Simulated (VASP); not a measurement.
Crystal: AlFe3B.

```xyz
5
Lattice="3.8223 0.0000 0.0000 0.0000 3.8223 0.0000 0.0000 0.0000 3.8223" Properties=species:S:1:pos:R:3 pbc="T T T"
Fe    0.0000    0.0000    1.9112
Fe    0.0000    1.9112    0.0000
Fe    1.9112    0.0000    0.0000
Al    1.9112    1.9112    1.9112
B     0.0000    0.0000    0.0000
```

Base run:

* Program: VASP 6.6.1
* Functional: PBEsol
* Potentials or basis: VASP PAW PBE potentials, release 64 (Fe, Al, B)
* Cutoff: 520 eV
* k mesh: 6 × 6 × 6
* Occupations: fermi-dirac, width 0.05 eV
* Spin: collinear spin, ferromagnetic start
* Starting moments: [4.5, 4.5, 4.5, 0.0, 0.0] μB
* Fixed moment: 13.5 μB

Its results: pressure 63.3 GPa; site moments Fe +3.85; Al +0.28; B +0.34 μB.

The run is repeated on the same cell with these changes: fixed moment from 13.5 μB to 2.2 μB; moments at the start from [4.5, 4.5, 4.5, 0.0, 0.0] to [0.73, 0.73, 0.73, 0.0, 0.0]. What comes out?

Pressure -11.4 GPa; site moments Fe +0.78; Al -0.04; B -0.06 μB.

Caveats: the PAW data sets were made with another functional, which shifts forces and pressure a little; the total moment is fixed, so each spin has its own Fermi level and the state may be an excited one; the cell stands under pressure (at least some runs); the cell stands under tension (at least some runs).
